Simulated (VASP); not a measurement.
# Ta (Im-3m) in VASP: further runs

Ta is run at these levels: PBE; tasks: single point.

All numbers are computed with VASP 6.6.1; they aren't measurements. Logs are shortened: lines on timing, memory, paths and dates and some standing lists are left out, and cuts for length are marked.

### 1 The cell of the first run

Symmetry: Im-3m, No. 229, cubic system. Conventional cell: a = 2.801 Å, b = 2.801 Å, c = 2.801 Å, α = 90.00°, β = 90.00°, γ = 90.00°. Ta (site symmetry m-3m) has 14 Ta at 2.43 to 2.80 Å within 3.2 Å.

### 2 Single point, PBE (volume scaled by 0.6)

INCAR reads:

```
SYSTEM = Ta
  PREC = Accurate
  ENCUT = 520
  EDIFF = 1E-7
  ISMEAR = -1
  SIGMA = 0.05
  LREAL = .False.
  LASPH = .True.
  NELM = 60
  ALGO = Normal
  ISIF = 2
  LWAVE = .False.
  LCHARG = .False.
  GGA = PE
  NBANDS = 12
```

KPOINTS reads:

```
Automatic mesh
0
Gamma
  16 16 16
  0 0 0
```

POSCAR reads:

```
Ta
1.0
   -1.4004444557      1.4004444557      1.4004444557
    1.4004444557     -1.4004444557      1.4004444557
    1.4004444557      1.4004444557     -1.4004444557
Ta
1
Direct
    0.0000000000      0.0000000000      0.0000000000
```

Potentials or basis: VASP PAW PBE potentials, release 64 (Ta_pv).

Run with:

```sh
cat potpaw_PBE.64/Ta_pv/POTCAR > POTCAR
mpirun -np 1 vasp_std > vasp.out
```

OUTCAR:

```text
SYSTEM = Ta
   PREC = Accurate
   ENCUT = 520
   EDIFF = 1E-7
   ISMEAR = -1
   LREAL = .False.
   LASPH = .True.
   NELM = 60
   ISIF = 2
   GGA = PE

 ion  position               nearest neighbor table
   1  0.000  0.000  0.000-

  LATTYP: Found a body centered cubic cell.
 ALAT       =     2.8008889114

  Lattice vectors:

 A1 = (  -1.4004444557,   1.4004444557,   1.4004444557)
 A2 = (   1.4004444557,  -1.4004444557,   1.4004444557)
 A3 = (   1.4004444557,   1.4004444557,  -1.4004444557)

Analysis of symmetry for initial positions (statically):
=====================================================================
 Subroutine PRICEL returns:
 Original cell was already a primitive cell.

 Routine SETGRP: Setting up the symmetry group for a
 body centered cubic supercell.

 Subroutine GETGRP returns: Found 48 space group operations
 (whereof 48 operations were pure point group operations)
 out of a pool of 48 trial point group operations.

The static configuration has the point symmetry O_h .

Analysis of symmetry for dynamics (positions and initial velocities):
=====================================================================
 Subroutine PRICEL returns:
 Original cell was already a primitive cell.

 Routine SETGRP: Setting up the symmetry group for a
 body centered cubic supercell.

 Subroutine GETGRP returns: Found 48 space group operations
 (whereof 48 operations were pure point group operations)
 out of a pool of 48 trial point group operations.

The dynamic configuration has the point symmetry O_h .

 Subroutine INISYM returns: Found 48 space group operations
 (whereof 48 operations are pure point group operations),
 and found     1 'primitive' translations

----------------------------------------------------------------------------------------

                                     Primitive cell

  volume of cell :      10.9865

  direct lattice vectors                    reciprocal lattice vectors
    -1.400444456  1.400444456  1.400444456     0.000000000  0.357029512  0.357029512
     1.400444456 -1.400444456  1.400444456     0.357029512  0.000000000  0.357029512
     1.400444456  1.400444456 -1.400444456     0.357029512  0.357029512  0.000000000

  length of vectors
     2.425640950  2.425640950  2.425640950     0.504915977  0.504915977  0.504915977

  position of ions in fractional coordinates (direct lattice)
     0.000000000  0.000000000  0.000000000

  ion indices of the primitive-cell ions
   primitive index   ion index
                 1           1

----------------------------------------------------------------------------------------

 KPOINTS: Automatic mesh

Automatic generation of k-mesh.
 Grid dimensions read from file:
 generate k-points for:   16   16   16

 Generating k-lattice:

  Cartesian coordinates                     Fractional coordinates (reciprocal lattice)
     0.000000000  0.022314344  0.022314344     0.062500000  0.000000000  0.000000000
     0.022314344  0.000000000  0.022314344     0.000000000  0.062500000  0.000000000
     0.022314344  0.022314344  0.000000000     0.000000000  0.000000000  0.062500000

  Length of vectors
     0.031557249  0.031557249  0.031557249

  Shift w.r.t. Gamma in fractional coordinates (k-lattice)
     0.000000000  0.000000000  0.000000000

 Subroutine IBZKPT returns following result:
 ===========================================

 Found    145 irreducible k-points:

 Following reciprocal coordinates:
            Coordinates               Weight
  0.000000  0.000000  0.000000      1.000000
  0.062500  0.000000  0.000000     12.000000
  0.125000  0.000000  0.000000     12.000000
  0.187500  0.000000  0.000000     12.000000
  0.250000  0.000000  0.000000     12.000000
  0.312500  0.000000  0.000000     12.000000
[... 16 lines left out ...]
  0.187500  0.187500  0.000000     24.000000
  0.250000  0.187500  0.000000     48.000000
 [... further k-points ...]
   k-points           NKPTS =    145   k-points in BZ     NKDIM =    145   number of bands    NBANDS=     12
   number of dos      NEDOS =    301   number of ions     NIONS =      1
   total plane-waves  NPLWV =   5832
   dimension x,y,z NGX =    18 NGY =   18 NGZ =   18
   dimension x,y,z NGXF=    36 NGYF=   36 NGZF=   36
   ions per type =               1
   NGX,Y,Z   is equivalent  to a cutoff of  12.34, 12.34, 12.34 a.u.
   NGXF,Y,Z  is equivalent  to a cutoff of  24.67, 24.67, 24.67 a.u.
 SYSTEM =  Ta
   PREC   = accura    normal or accurate (medium, high low for compatibility)
   ISTART =      0    job   : 0-new  1-cont  2-samecut
   ICHARG =      2    charge: 1-file 2-atom 10-const
   ISPIN  =      1    spin polarized calculation?
   LNONCOLLINEAR =      F non collinear calculations
   LSORBIT =      F    spin-orbit coupling
   LASPH  =      T    aspherical Exc in radial PAW
   ENCUT  =  520.0 eV  38.22 Ry    6.18 a.u.   4.51  4.51  4.51*2*pi/ulx,y,z
   NELM   =     60;   NELMIN=  2; NELMDL= -5     # of ELM steps
   EDIFF  = 0.1E-06   stopping-criterion for ELM
   LREAL  =      F    real-space projection
   EDIFFG = 0.1E-05   stopping-criterion for IOM
   NSW    =      0    number of steps for IOM
   IBRION =     -1    ionic relax: 0-MD 1-quasi-New 2-CG
   NFREE  =      0    steps in history (QN), initial steepest desc. (CG)
   ISIF   =      2    stress and relaxation
   ISYM   =      2    0-nonsym 1-usesym 2-fastsym
   POTIM  = 0.5000    time-step for ionic-motion
   TEBEG  =    0.0;   TEEND  =   0.0 temperature during run
   PSTRESS=    0.0 pullay stress
   NELECT =      11.0000    total number of electrons
   NUPDOWN=      -1.0000    fix difference up-down
   EMIN   =  10.00;   EMAX   =-10.00  energy-range for DOS
   EFERMI =   0.00;   METHOD = LEGACY
   ISMEAR =    -1;   SIGMA  =   0.05  broadening in eV -4-tet -1-fermi 0-gaus
   EFERMI_NEDOS =   21; number of points for ismear=-14 and -15
   IALGO  =     38    algorithm
   IMIX   =      4    mixing-type and parameters
     AMIX     =   0.40;   BMIX     =  1.00
     AMIX_MAG =   1.60;   BMIX_MAG =  1.00
  volume/ion in A,a.u.               =      10.99        74.14
  Fermi-wavevector in a.u.,A,eV,Ry     =   1.637771  3.094938 36.494823  2.682294
  Thomas-Fermi vector in A             =   2.728855
   LORBIT       =      0    0 simple, 1 ext, 2 COOP (PROOUT), +10 PAW based schemes
   GGA     = PE    functional components
   LHFCALC =     F    Hartree Fock is set to
   AEXX    =    0.0000 exact exchange contribution
   IVDW    =     0    specifies the selected vdW correction
   LEPSILON=     F    determine dielectric tensor
   LRPA    =     F    only Hartree local field effects (RPA)
 non-spin polarized calculation
  energy-cutoff  :      520.00
  volume of cell :       10.99
 maximum number of plane-waves:       321
   NGX =  9   NGY =  9   NGZ =  9

 number of electron      11.0000003 magnetization

 Free energy of the ion-electron system (eV)
  ---------------------------------------------------
  ext. energy  EPLUGINS =         0.00000000
  ---------------------------------------------------
  free energy    TOTEN  =        -7.88989467 eV

  energy without entropy =       -7.88294668  energy(sigma->0) =       -7.88642068

 E-fermi :  10.5889     XC(G=0): -15.3748

 val. band max:       10.5845236905   @ k =   0.2500   0.0625   0.0625
 cond. band min:      10.5915607816   @ k =   0.0000   0.0000   0.0000
 fundamental gap:      0.0070370911
 Fermi energy:        10.5889316487

 k-point     1 :       0.0000    0.0000    0.0000
  band No.  band energies     occupation
      1     -20.7216      2.00000
      2     -20.7216      2.00000
      3     -20.7216      2.00000
      4       1.1988      2.00000
      5      10.5916      0.97371
      6      10.5916      0.97371
      7      10.5916      0.97371
      8      15.8972      0.00000
      9      15.8972      0.00000
     10      26.3526      0.00000
     11      27.7583      0.00000
     12      27.7583      0.00000

 k-point     2 :       0.0625    0.0000    0.0000
  band No.  band energies     occupation
      1     -20.9638      2.00000
      2     -20.7861      2.00000
      3     -20.7259      2.00000
      4       1.5539      2.00000
      5      10.3629      1.97848
      6      10.5393      1.45946
      7      10.9235      0.00248
      8      15.4711      0.00000
      9      15.8796      0.00000
     10      26.3526      0.00000
     11      28.0908      0.00000
     12      28.2792      0.00000

 k-point     3 :       0.1250    0.0000    0.0000
  band No.  band energies     occupation
      1     -21.6192      2.00000
      2     -20.9662      2.00000
      3     -20.7380      2.00000
      4       2.4900      2.00000
      5       9.7626      2.00000
      6      10.3118      1.99220
      7      11.9003      0.00000
      8      14.7998      0.00000
      9      15.8664      0.00000
     10      26.3519      0.00000
     11      28.9742      0.00000
     12      29.7543      0.00000
[... 286 lines left out ...]
 k-point    23 :       0.1875    0.1875    0.0000
  band No.  band energies     occupation
      1     -24.2551      2.00000
      2     -22.0093      2.00000
      3     -21.1336      2.00000
      4       5.5351      2.00000
      5       7.8887      2.00000
      6       9.4030      2.00000
      7      14.3938      0.00000
      8      17.9507      0.00000
      9      19.5662      0.00000
     10      26.3432      0.00000
     11      30.3652      0.00000
     12      32.8059      0.00000

 k-point    24 :       0.2500    0.1875    0.0000
  band No.  band energies     occupation
      1     -24.7166      2.00000
      2     -22.4383      2.00000
      3     -21.2082      2.00000
      4       5.4065      2.00000
      5       7.6054      2.00000
      6      10.3712      1.97464
      7      15.0065      0.00000
      8      18.2676      0.00000
      9      22.1955      0.00000
     10      26.3372      0.00000
     11      29.4270      0.00000
     12      33.5020      0.00000

 [... further k-points ...]

------------------------ aborting loop because EDIFF is reached ----------------------------------------

  FORCE on cell =-STRESS in cart. coord.  units (eV):
  Direction    XX          YY          ZZ          XY          YZ          ZX
  --------------------------------------------------------------------------------------
  -------------------------------------------------------------------------------------
  Total       17.7287915     17.7287915     17.7287915     -0.0000000      0.0000000      0.0000000
  in kB     2585.4256842   2585.4256842   2585.4256842     -0.0000000      0.0000000      0.0000000
  external PRESSURE =    2585.4256842 kB  Pullay stress =       0.0000000 kB

 VOLUME and BASIS-vectors are now :
 -----------------------------------------------------------------------------
  energy-cutoff  :      520.00
  volume of cell :       10.99
      direct lattice vectors                 reciprocal lattice vectors
    -1.400444456  1.400444456  1.400444456     0.000000000  0.357029512  0.357029512
     1.400444456 -1.400444456  1.400444456     0.357029512  0.000000000  0.357029512
     1.400444456  1.400444456 -1.400444456     0.357029512  0.357029512  0.000000000

 POSITION                                       TOTAL-FORCE (eV/Angst)
 -----------------------------------------------------------------------------------
      0.00000      0.00000      0.00000         0.000000      0.000000     -0.000000
 -----------------------------------------------------------------------------------
    total drift:                                0.000000      0.000000      0.000000

  FREE ENERGIE OF THE ION-ELECTRON SYSTEM (eV)
  ---------------------------------------------------
  free  energy   TOTEN  =        -7.8898946674 eV

  energy  without entropy=       -7.8829466830  energy(sigma->0) =       -7.88642068
```

Wall time 7.7 s (1 thread of Intel Xeon 6975P-C (Granite Rapids), shared host); peak memory 0.13 GiB.

What came out:

```yaml
Free_energy: -7.8899 eV
Pressure: 258.5 GPa
```

Levels at points of the mesh, in eV from the Fermi level:
```
           k point  band 2  band 3  band 4  band 5  band 6  band 7  band 8  band 9
(0.00, 0.00, 0.00)  -31.31  -31.31   -9.39    0.00    0.00    0.00    5.31    5.31
(0.50, 0.00, 0.00)  -32.82  -31.43   -7.58   -4.15    5.62    5.94    7.59   13.57
(0.50, 0.50, 0.50)  -34.58  -34.58   -8.31   -8.31   11.41   11.41   11.41   14.75
```

Caveat: spin-orbit coupling is left out, which moves the levels of the heavy elements.

(Continued in part 2 of 2.)
